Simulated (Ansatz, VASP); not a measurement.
**One calculation of AsF, two programs**

```
As F
1.0
     0.00000    2.70400    2.70400
     2.70400    0.00000    2.70400
     2.70400    2.70400    0.00000
As F
1 1
Direct
  0.00000 0.00000 0.00000
  0.25000 0.25000 0.25000
```

Alike in both runs: functional PBE; k mesh 18 × 18 × 18; occupations gaussian, width 0.1 eV; no spin polarisation.

Ansatz relaxed the structure, and its values are those at the end. VASP's run is a single point on that final structure, the one shown.

```csv
,VASP,Ansatz
version,VASP 6.6.1,Ansatz 0.2.0
potentials or method,"VASP PAW PBE potentials, release 64 (As, F), cutoff 520 eV","scalar-relativistic, plane waves, PAW"
valence electrons in the cell,12,22
```

Ansatz gave:

```
gap on the k mesh at the Fermi level (eV) : none
pressure (GPa)                            : 0.0
```

Question: What did VASP give for the same quantities?

Answer: gap on the k mesh at the Fermi level (eV): none; pressure (GPa): -0.2.

A gap of «none» marks a metal or a gap that the smearing closes. With one functional, cell and mesh, what is left measures potentials, basis and numerics. VASP's potentials hold 12 valence electrons a cell and Ansatz's 22, so a difference there can come from the potentials and not from the codes.
